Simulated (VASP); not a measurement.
# HfB (R-3m) in VASP: a series of runs

HfB is run at these levels: PBEsol; tasks: single point.

All numbers are computed with VASP 6.6.1; they aren't measurements. Logs are shortened: lines on timing, memory, paths and dates and some standing lists are left out, and cuts for length are marked.

## 1. The cell of the first run

Symmetry: R-3m, No. 166, trigonal system. Conventional cell: a = 2.737 Å, b = 2.737 Å, c = 11.398 Å, α = 90.00°, β = 90.00°, γ = 120.00°. Within 3.3 Å of Hf (site symmetry -3m) lie 6 B at 2.47 Å and 6 Hf at 2.74 Å. Within 3.3 Å of B (site symmetry -3m) lie 6 Hf at 2.47 Å and 6 B at 2.74 Å.

## 2. Single point, PBEsol

Contents of INCAR:

```
SYSTEM = HfB
PREC     = Accurate       ! precision mode
ENCUT    = 520            ! plane-wave cutoff, eV
EDIFF    = 1E-7           ! SCF threshold, eV
ISMEAR   = 0              ! smearing method
SIGMA    = 0.15           ! smearing width, eV
LREAL    = .False.        ! projectors in reciprocal space
LASPH    = .True.         ! aspherical terms in the spheres
NELM     = 100            ! most SCF steps
ALGO     = Normal         ! electronic algorithm
ISIF     = 2              ! what is computed and relaxed
LWAVE    = .False.        ! write WAVECAR
LCHARG   = .False.        ! write CHGCAR
GGA      = PS             ! functional
NBANDS   = 14             ! bands
```

Contents of KPOINTS:

```
Automatic mesh
0
Gamma
  20 20 20
  0 0 0
```

Contents of POSCAR:

```
HfB
1.0
    0.9032385268      2.8387496556      2.8387496556
    2.8387496556      0.9032385268      2.8387496556
    2.8387496556      2.8387496556      0.9032385268
Hf B
1 1
Direct
    0.5000000000      0.5000000000      0.5000000000
    0.0000000000      0.0000000000      0.0000000000
```

Potentials or basis: VASP PAW PBE potentials, release 64 (Hf_pv, B).

The run is started by

```
cat potpaw_PBE.64/Hf_pv/POTCAR potpaw_PBE.64/B/POTCAR > POTCAR
mpirun -np 1 vasp_std > vasp.out
```

OUTCAR:

```text
SYSTEM = HfB
   PREC = Accurate
   ENCUT = 520
   EDIFF = 1E-7
   ISMEAR = 0
   LREAL = .False.
   LASPH = .True.
   NELM = 100
   ISIF = 2
   GGA = PS

 ion  position               nearest neighbor table
   1  0.500  0.500  0.500-   2 2.47   2 2.47   2 2.47   2 2.47   2 2.47   2 2.47
   2  0.000  0.000  0.000-   1 2.47   1 2.47   1 2.47   1 2.47   1 2.47   1 2.47

  LATTYP: Found a trigonal (rhomboedric) cell.
 ALAT       =     4.1149531043
 COS(alpha) =     0.7787610620

  Lattice vectors:

 A1 = (   0.9032385268,   2.8387496556,   2.8387496556)
 A2 = (   2.8387496556,   0.9032385268,   2.8387496556)
 A3 = (   2.8387496556,   2.8387496556,   0.9032385268)

Analysis of symmetry for initial positions (statically):
=====================================================================
 Subroutine PRICEL returns:
 Original cell was already a primitive cell.

 Routine SETGRP: Setting up the symmetry group for a
 trigonal (rhombohedral) supercell.

 Subroutine GETGRP returns: Found 12 space group operations
 (whereof 12 operations were pure point group operations)
 out of a pool of 12 trial point group operations.

The static configuration has the point symmetry D_3d.

Analysis of symmetry for dynamics (positions and initial velocities):
=====================================================================
 Subroutine PRICEL returns:
 Original cell was already a primitive cell.

 Routine SETGRP: Setting up the symmetry group for a
 trigonal (rhombohedral) supercell.

 Subroutine GETGRP returns: Found 12 space group operations
 (whereof 12 operations were pure point group operations)
 out of a pool of 12 trial point group operations.

The dynamic configuration has the point symmetry D_3d.

 Subroutine INISYM returns: Found 12 space group operations
 (whereof 12 operations are pure point group operations),
 and found     1 'primitive' translations

----------------------------------------------------------------------------------------

                                     Primitive cell

  volume of cell :      24.6528

  direct lattice vectors                    reciprocal lattice vectors
     0.903238527  2.838749656  2.838749656    -0.293786712  0.222872678  0.222872678
     2.838749656  0.903238527  2.838749656     0.222872678 -0.293786712  0.222872678
     2.838749656  2.838749656  0.903238527     0.222872678  0.222872678 -0.293786712

  length of vectors
     4.114953104  4.114953104  4.114953104     0.430877121  0.430877121  0.430877121

  position of ions in fractional coordinates (direct lattice)
     0.500000000  0.500000000  0.500000000
     0.000000000  0.000000000  0.000000000

  ion indices of the primitive-cell ions
   primitive index   ion index
                 1           1
                 2           2

----------------------------------------------------------------------------------------

 KPOINTS: Automatic mesh

Automatic generation of k-mesh.
 Grid dimensions read from file:
 generate k-points for:   20   20   20

 Generating k-lattice:

  Cartesian coordinates                     Fractional coordinates (reciprocal lattice)
    -0.014689336  0.011143634  0.011143634     0.050000000  0.000000000  0.000000000
     0.011143634 -0.014689336  0.011143634     0.000000000  0.050000000  0.000000000
     0.011143634  0.011143634 -0.014689336     0.000000000  0.000000000  0.050000000

  Length of vectors
     0.021543856  0.021543856  0.021543856

  Shift w.r.t. Gamma in fractional coordinates (k-lattice)
     0.000000000  0.000000000  0.000000000

 Subroutine IBZKPT returns following result:
 ===========================================

 Found    781 irreducible k-points:

 Following reciprocal coordinates:
            Coordinates               Weight
  0.000000  0.000000  0.000000      1.000000
  0.050000 -0.000000 -0.000000      6.000000
  0.100000 -0.000000 -0.000000      6.000000
  0.150000 -0.000000 -0.000000      6.000000
  0.200000 -0.000000 -0.000000      6.000000
  0.250000  0.000000  0.000000      6.000000
[... 16 lines left out ...]
 -0.400000  0.050000 -0.000000     12.000000
 -0.350000  0.050000  0.000000     12.000000
 [... further k-points ...]
   k-points           NKPTS =    781   k-points in BZ     NKDIM =    781   number of bands    NBANDS=     14
   number of dos      NEDOS =    301   number of ions     NIONS =      2
   total plane-waves  NPLWV =  32768
   dimension x,y,z NGX =    32 NGY =   32 NGZ =   32
   dimension x,y,z NGXF=    64 NGYF=   64 NGZF=   64
   ions per type =               1   1
   NGX,Y,Z   is equivalent  to a cutoff of  12.93, 12.93, 12.93 a.u.
   NGXF,Y,Z  is equivalent  to a cutoff of  25.86, 25.86, 25.86 a.u.
 SYSTEM =  HfB
   PREC   = accura    normal or accurate (medium, high low for compatibility)
   ISTART =      0    job   : 0-new  1-cont  2-samecut
   ICHARG =      2    charge: 1-file 2-atom 10-const
   ISPIN  =      1    spin polarized calculation?
   LNONCOLLINEAR =      F non collinear calculations
   LSORBIT =      F    spin-orbit coupling
   LASPH  =      T    aspherical Exc in radial PAW
   ENCUT  =  520.0 eV  38.22 Ry    6.18 a.u.   7.65  7.65  7.65*2*pi/ulx,y,z
   NELM   =    100;   NELMIN=  2; NELMDL= -5     # of ELM steps
   EDIFF  = 0.1E-06   stopping-criterion for ELM
   LREAL  =      F    real-space projection
   EDIFFG = 0.1E-05   stopping-criterion for IOM
   NSW    =      0    number of steps for IOM
   IBRION =     -1    ionic relax: 0-MD 1-quasi-New 2-CG
   NFREE  =      0    steps in history (QN), initial steepest desc. (CG)
   ISIF   =      2    stress and relaxation
   ISYM   =      2    0-nonsym 1-usesym 2-fastsym
   POTIM  = 0.5000    time-step for ionic-motion
   TEBEG  =    0.0;   TEEND  =   0.0 temperature during run
   PSTRESS=    0.0 pullay stress
   NELECT =      13.0000    total number of electrons
   NUPDOWN=      -1.0000    fix difference up-down
   EMIN   =  10.00;   EMAX   =-10.00  energy-range for DOS
   EFERMI =   0.00;   METHOD = LEGACY
   ISMEAR =     0;   SIGMA  =   0.15  broadening in eV -4-tet -1-fermi 0-gaus
   EFERMI_NEDOS =   21; number of points for ismear=-14 and -15
   IALGO  =     38    algorithm
   IMIX   =      4    mixing-type and parameters
     AMIX     =   0.40;   BMIX     =  1.00
     AMIX_MAG =   1.60;   BMIX_MAG =  1.00
  volume/ion in A,a.u.               =      12.33        83.18
  Fermi-wavevector in a.u.,A,eV,Ry     =   1.322617  2.499383 23.800871  1.749315
  Thomas-Fermi vector in A             =   2.452285
   LORBIT       =      0    0 simple, 1 ext, 2 COOP (PROOUT), +10 PAW based schemes
   GGA     = PS    functional components
   LHFCALC =     F    Hartree Fock is set to
   AEXX    =    0.0000 exact exchange contribution
   IVDW    =     0    specifies the selected vdW correction
   LEPSILON=     F    determine dielectric tensor
   LRPA    =     F    only Hartree local field effects (RPA)
 non-spin polarized calculation
 Gauss-broadening in eV      SIGMA  =   0.15
  energy-cutoff  :      520.00
  volume of cell :       24.65
 maximum number of plane-waves:       674
   NGX = 15   NGY = 15   NGZ = 15

 number of electron      13.0000000 magnetization

 Free energy of the ion-electron system (eV)
  ---------------------------------------------------
  ext. energy  EPLUGINS =         0.00000000
  ---------------------------------------------------
  free energy    TOTEN  =       -16.30618204 eV

  energy without entropy =      -16.29414346  energy(sigma->0) =      -16.30016275

 E-fermi :   6.1636     XC(G=0): -12.4344

 val. band max:        6.1592515634   @ k =  -0.4000  -0.4500   0.2000
 cond. band min:       6.1700383855   @ k =   0.3500   0.3500   0.2500
 fundamental gap:      0.0107868221
 Fermi energy:         6.1636341840

 k-point     1 :       0.0000    0.0000    0.0000
  band No.  band energies     occupation
      1     -23.7101      2.00000
      2     -22.4352      2.00000
      3     -22.4352      2.00000
      4      -4.6110      2.00000
      5       2.8683      2.00000
      6       5.6549      2.00000
      7       8.3249      0.00000
      8       8.3249      0.00000
      9      12.4361      0.00000
     10      12.4361      0.00000
     11      12.4401      0.00000
     12      12.4401      0.00000
     13      18.3634      0.00000
     14      19.2000      0.00000

 k-point     2 :       0.0500   -0.0000   -0.0000
  band No.  band energies     occupation
      1     -23.7004      2.00000
      2     -22.5010      2.00000
      3     -22.4487      2.00000
      4      -4.5255      2.00000
      5       2.9849      2.00000
      6       5.5400      2.00000
      7       8.1789      0.00000
      8       8.4485      0.00000
      9      11.6285      0.00000
     10      11.7876      0.00000
     11      12.9998      0.00000
     12      13.2357      0.00000
     13      18.3758      0.00000
     14      19.5199      0.00000

 k-point     3 :       0.1000   -0.0000   -0.0000
  band No.  band energies     occupation
      1     -23.6721      2.00000
      2     -22.6888      2.00000
      3     -22.4879      2.00000
      4      -4.2765      2.00000
      5       3.3009      2.00000
      6       5.2517      2.00000
      7       7.7671      0.00000
      8       8.8160      0.00000
      9      10.8393      0.00000
     10      11.0815      0.00000
     11      13.5045      0.00000
     12      13.9858      0.00000
     13      18.4025      0.00000
     14      20.3507      0.00000
[... 324 lines left out ...]
 k-point    23 :      -0.4000    0.0500   -0.0000
  band No.  band energies     occupation
      1     -24.6275      2.00000
      2     -23.3158      2.00000
      3     -22.9740      2.00000
      4      -0.1661      2.00000
      5       1.8523      2.00000
      6       2.8652      2.00000
      7       5.6463      2.00000
      8       7.4194      0.00000
      9      12.3066      0.00000
     10      15.7236      0.00000
     11      16.0779      0.00000
     12      16.5765      0.00000
     13      17.4917      0.00000
     14      18.2639      0.00000

 k-point    24 :      -0.3500    0.0500    0.0000
  band No.  band energies     occupation
      1     -24.4419      2.00000
      2     -23.3540      2.00000
      3     -22.9248      2.00000
      4      -0.9343      2.00000
      5       2.1503      2.00000
      6       3.5431      2.00000
      7       5.8955      1.98854
      8       7.7228      0.00000
      9      11.1624      0.00000
     10      14.6003      0.00000
     11      15.8249      0.00000
     12      16.6459      0.00000
     13      17.6771      0.00000
     14      18.3452      0.00000

 [... further k-points ...]
[... 5 lines left out ...]
  --------------------------------------------------------------------------------------
  -------------------------------------------------------------------------------------
  Total        4.1824124      4.1824124      4.1824124     -2.6731334     -2.6731334     -2.6731334
  in kB      271.8137993    271.8137993    271.8137993   -173.7261822   -173.7261822   -173.7261822
  external PRESSURE =     271.8137993 kB  Pullay stress =       0.0000000 kB

 VOLUME and BASIS-vectors are now :
 -----------------------------------------------------------------------------
  energy-cutoff  :      520.00
  volume of cell :       24.65
      direct lattice vectors                 reciprocal lattice vectors
     0.903238527  2.838749656  2.838749656    -0.293786712  0.222872678  0.222872678
     2.838749656  0.903238527  2.838749656     0.222872678 -0.293786712  0.222872678
     2.838749656  2.838749656  0.903238527     0.222872678  0.222872678 -0.293786712

 POSITION                                       TOTAL-FORCE (eV/Angst)
 -----------------------------------------------------------------------------------
      3.29037      3.29037      3.29037         0.000000     -0.000000     -0.000000
      0.00000      0.00000      0.00000        -0.000000      0.000000      0.000000
 -----------------------------------------------------------------------------------
    total drift:                                0.000000      0.000000      0.000000

  FREE ENERGIE OF THE ION-ELECTRON SYSTEM (eV)
  ---------------------------------------------------
  free  energy   TOTEN  =       -16.3061820423 eV

  energy  without entropy=      -16.2941434610  energy(sigma->0) =      -16.30016275
```

Wall time 5.5 min (1 thread of Intel Xeon 6975P-C (Granite Rapids), shared host); peak memory 0.41 GiB.

What came out:

```
Free energy            : -16.3062 eV
Pressure               : 27.2 GPa
Band gap on the k mesh : zero (an odd number of electrons rules out a gap without spin polarisation)
```

Stress tensor (GPa, compression positive):
```
 27.18 -17.37 -17.37
-17.37  27.18 -17.37
-17.37 -17.37  27.18
```

Caveat: the cell stands under pressure; the PAW data sets were made with another functional, which shifts forces and pressure a little; spin-orbit coupling is left out, which moves the levels of the heavy elements.

## 3. Single point, PBEsol

This run uses another cell than the first one, of the same volume but with other edges.

Contents of INCAR:

```
SYSTEM = HfB
PREC = Accurate
ENCUT = 520
EDIFF = 1E-7
ISMEAR = 0
SIGMA = 0.15
LREAL = .False.
LASPH = .True.
NELM = 100
ALGO = Normal
ISIF = 2
LWAVE = .False.
LCHARG = .False.
GGA = PS
NBANDS = 14
```

KPOINTS is that of step 2.

Contents of POSCAR:

```
HfB
1.0
   -0.1104395033      2.2561212813      2.2561212813
    2.2561212813     -0.1104395033      2.2561212813
    2.2561212813      2.2561212813     -0.1104395033
Hf B
1 1
Direct
    0.5000000000      0.5000000000      0.5000000000
    0.0000000000      0.0000000000      0.0000000000
```

Potentials or basis: VASP PAW PBE potentials, release 64 (Hf_pv, B).

The run is started by

```
cat potpaw_PBE.64/Hf_pv/POTCAR potpaw_PBE.64/B/POTCAR > POTCAR
mpirun -np 1 vasp_std > vasp.out
```

It took 2.2 min on 1 thread of Intel Xeon Platinum 8259CL at 2.50GHz (Skylake/Cascade Lake), shared host; peak memory 0.38 GiB.

The run converged. Its results:

| Quantity | Value |
| --- | --- |
| Free energy | -18.1825 eV |
| Pressure | 24.5 GPa |
| Band gap on the k mesh | zero (an odd number of electrons rules out a gap without spin polarisation) |

Stress tensor (GPa, compression positive):
```
24.54  2.59  2.59
 2.59 24.54  2.59
 2.59  2.59 24.54
```

Levels at points of the mesh, in eV from the Fermi level:
```tsv
k point	band 4	band 5	band 6	band 7	band 8	band 9	band 10	band 11
(0.00, 0.00, 0.00)	-9.63	1.68	1.68	2.84	3.77	3.77	4.21	4.21
(0.50, 0.00, 0.00)	-5.14	-4.20	-1.64	-0.83	5.77	6.21	8.01	8.61
(0.50, 0.50, 0.00)	-6.75	-1.21	-0.97	2.03	2.69	6.08	7.47	7.95
(0.50, 0.50, 0.50)	-5.02	-3.61	-1.89	-1.89	6.84	6.84	7.84	7.92
```

Caveat: the cell stands under pressure; the PAW data sets were made with another functional, which shifts forces and pressure a little; spin-orbit coupling is left out, which moves the levels of the heavy elements.

[end of part 1 of 2]
